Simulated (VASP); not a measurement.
Here is a VASP 6.6.1 calculation.

The input INCAR:

```
SYSTEM = Pb
ALGO = Normal
DIPOL = 0.5 0.5 0.500
EDIFF = 1E-7
ENCUT = 520
GGA = PE
IDIPOL = 3
ISIF = 2
ISMEAR = -1
LASPH = .True.
LCHARG = .True.
LDIPOL = .True.
LELF = .True.
LREAL = .False.
LVACPOTAV = .True.
LVHAR = .True.
LWAVE = .False.
NBANDS = 43
NELM = 80
PREC = Accurate
SIGMA = 0.08
```

Contents of KPOINTS:

```
k-points
0
Gamma
  12 12 1
  0 0 0
```

File POSCAR:

```
Pb
1.0
    3.5630884189      0.0000000000      0.0000000000
   -1.7815442094      3.0857250867      0.0000000000
    0.0000000000      0.0000000000     33.2860000000
Pb
5
Direct
    0.8333333333      0.1666666667      0.3304687648
    0.1666666667      0.8333333333      0.4123189085
    0.5000000000      0.5000000000      0.5000000020
    0.8333333333      0.1666666667      0.5876810938
    0.1666666667      0.8333333333      0.6695312352
```

Potentials or basis: VASP PAW PBE potentials, release 64 (Pb_d).

The run is started by

```console
$ cat potpaw_PBE.64/Pb_d/POTCAR > POTCAR
$ mpirun -np 1 vasp_std > vasp.out
```

(1) What does it give for the largest force?

(2) What does it give for the band gap on the k mesh?

Results:

(1) 0.007 eV/Å.

(2) zero (band 35 reaches 4.19 eV, above the bottom of band 36 at -0.64 eV).

Caveat: spin-orbit coupling is left out, which moves the levels of the heavy elements.
